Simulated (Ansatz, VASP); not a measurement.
## ZnS: VASP beside Ansatz

```
Zn S
1.0
     0.00000    2.49979    2.49979
     2.49979    0.00000    2.49979
     2.49979    2.49979    0.00000
Zn S
1 1
Direct
  0.00000 0.00000 0.00000
  0.50000 0.50000 0.50000
```

Alike in both runs: task single point; functional PBE; k mesh 8 × 8 × 8; occupations fermi-dirac, width 0.02 eV; no spin polarisation.

|  | VASP | Ansatz |
| --- | --- | --- |
| version | VASP 6.6.1 | Ansatz 0.2.0 |
| potentials or method | VASP PAW PBE potentials, release 64 (Zn, S) | plane waves, PAW |
| plane-wave cutoff (eV) | 520 | 420 |
| valence electrons in the cell | 18 | 18 |

VASP gave:

| Item | Value |
| --- | --- |
| pressure (GPa) | 6.3 |

Which values does Ansatz return?

Pressure (GPa): 6.1.
